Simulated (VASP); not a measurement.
Set up this calculation in VASP 6.6.1, as the native input.

```
Task                   : single point
Functional             : LDA
Potentials or basis    : VASP PAW LDA potentials, release 64 (Be, Li_sv)
Cutoff                 : 750 eV
k mesh                 : 10 × 7 × 5
Occupations            : gaussian, width 0.1 eV
Spin                   : no spin polarisation
Dipole correction      : no
Further INCAR settings : ALGO = Normal; EDIFF = 1e-06; NBANDS = 13
```

The structure of LiBe lies in POSCAR:

```
LiBe
1.0
    2.2959861536      0.0000000000      0.0000000000
    0.0000000000      3.6127729800      0.0000000000
   -0.4017425219      0.0000000000      5.5135259934
Be Li
2 2
Direct
    0.2435819200      0.7500000000      0.4238283600
    0.7564180800      0.2500000000      0.5761716400
    0.2631524400      0.7500000000      0.8451422600
    0.7368475600      0.2500000000      0.1548577400
```

The input as run:

INCAR

```
SYSTEM = LiBe
PREC     = Accurate       ! precision mode
ENCUT    = 750            ! plane-wave cutoff, eV
EDIFF    = 1E-6           ! SCF threshold, eV
ISMEAR   = 0              ! smearing method
SIGMA    = 0.1            ! smearing width, eV
LREAL    = .False.        ! projectors in reciprocal space
LASPH    = .True.         ! aspherical terms in the spheres
NELM     = 120            ! most SCF steps
ALGO     = Normal         ! electronic algorithm
ISIF     = 2              ! what is computed and relaxed
LWAVE    = .False.        ! write WAVECAR
LCHARG   = .False.        ! write CHGCAR
GGA      = CA             ! functional
NBANDS   = 13             ! bands
GGA_COMPAT= .False.
```

KPOINTS

```
regular mesh
0
Gamma
  10 7 5
  0 0 0
```

Potentials or basis: VASP PAW LDA potentials, release 64 (Be, Li_sv).

Run with:

```sh
$ cat potpaw_LDA.64/Be/POTCAR potpaw_LDA.64/Li_sv/POTCAR > POTCAR
$ mpirun -np 1 vasp_std > vasp.out
```

Results of the run:

```
Pressure               : -3.1 GPa
Largest force          : 0.123 eV/Å
Band gap on the k mesh : zero (bands 5 and 6 overlap by 4.47 eV)
```

Caveat: the cell stands under tension.

It took 79 s on 1 thread of Intel(R) Xeon(R) Platinum 8488C (Sapphire Rapids), with other jobs on the host, peak memory 0.22 GiB.
